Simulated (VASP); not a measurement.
Here is a VASP 6.6.1 calculation.

Contents of INCAR:

```
SYSTEM = W
PREC = Accurate
ENCUT = 500
EDIFF = 1E-7
ISMEAR = 1
SIGMA = 0.1
LREAL = .FALSE.
LASPH = .TRUE.
NELM = 120
ALGO = Normal
ISIF = 3
LWAVE = .FALSE.
LCHARG = .FALSE.
GGA = PS
IBRION = 2
NSW = 80
EDIFFG = -0.02
GGA_COMPAT = .FALSE.
NELMIN = 4
```

File KPOINTS:

```
Automatic mesh
0
G
  19 19 19
  0 0 0
```

The input POSCAR:

```
W
1.0
    0.0000000000      1.9950000000      1.9950000000
    1.9950000000      0.0000000000      1.9950000000
    1.9950000000      1.9950000000      0.0000000000
W
1
Direct
    0.0000000000      0.0000000000      0.0000000000
```

Potentials or basis: VASP PAW PBE potentials, release 64 (W_sv).

Run with:

```console
$ cat potpaw_PBE.64/W_sv/POTCAR > POTCAR
$ mpirun -np 1 vasp_std > vasp.out
```

Q: Predict the band gap on the k mesh.

A: Zero (bands 7 and 8 overlap by 3.67 eV).

Q: Estimate the relaxed cell.

A: a = 2.828 Å, b = 2.828 Å, c = 2.828 Å, α = 60.00°, β = 60.00°, γ = 60.00°.

Q: Estimate the relaxed volume.

A: 15.99 Å³/atom.

Final structure:
```yaml
crystal:
  lattice:
    - [0.00000, 1.99979, 1.99979]
    - [1.99979, 0.00000, 1.99979]
    - [1.99979, 1.99979, 0.00000]
  atoms:
    - { symbol: W, position: [0.00000, 0.00000, 0.00000] }
```

Caveat: the PAW data sets were made with another functional, which shifts forces and pressure a little; spin-orbit coupling is left out, which moves the levels of the heavy elements.
